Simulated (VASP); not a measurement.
A run of VASP 6.6.1 is set up as follows.

The input POSCAR:

```
BAs
1.0
    0.0000000000      2.3201115760      2.4249710624
    2.3201115760      0.0000000000      2.4249710624
    2.3201115760      2.3201115760      0.0000000000
B As
1 1
Direct
    0.0000000000      0.0000000000      0.0000000000
    0.2500000000      0.2500000000      0.2500000000
```

Contents of INCAR.step1:

```
SYSTEM = BAs
PREC = Accurate
ENCUT = 520
EDIFF = 1E-5
ISMEAR = 0
SIGMA = 0.01
LREAL = .FALSE.
LASPH = .TRUE.
NELM = 100
ALGO = Normal
ISIF = 2
LWAVE = .TRUE.
NBANDS = 11
GGA = PE
```

INCAR.step2

```
SYSTEM = BAs
PREC = Accurate
ENCUT = 520
EDIFF = 1E-6
ISMEAR = 0
SIGMA = 0.01
LREAL = .FALSE.
LASPH = .TRUE.
NELM = 100
ALGO = Normal
ISIF = 2
LWAVE = .FALSE.
LCHARG = .TRUE.
GGA = PE
LHFCALC = .TRUE.
HFSCREEN = 0.2079
PRECFOCK = Normal
LELF = .TRUE.
LVHAR = .TRUE.
NBANDS = 11
ISTART = 1
```

Contents of KPOINTS:

```
Automatic mesh
0
G
  6 6 6
  0 0 0
```

Potentials or basis: VASP PAW PBE potentials, release 64 (B, As).

The run is started by

```console
$ cat potpaw_PBE.64/B/POTCAR potpaw_PBE.64/As/POTCAR > POTCAR
$ cp INCAR.step1 INCAR
$ mpirun -np 1 vasp_std > vasp.out
$ cp INCAR.step2 INCAR
$ mpirun -np 1 vasp_std > vasp.out
```

(1) Predict the pressure.

(2) Estimate the band gap on the k mesh.

## Answers

(1) 6.2 GPa.

(2) 1.56 eV (least direct gap 3.93 eV).

Caveat: the cell differs from its parent crystal (epitaxial xy strain -3.0%); the stress differs along the axes, from -1 to 10 GPa; the PAW data sets were made with another functional, which shifts forces and pressure a little.
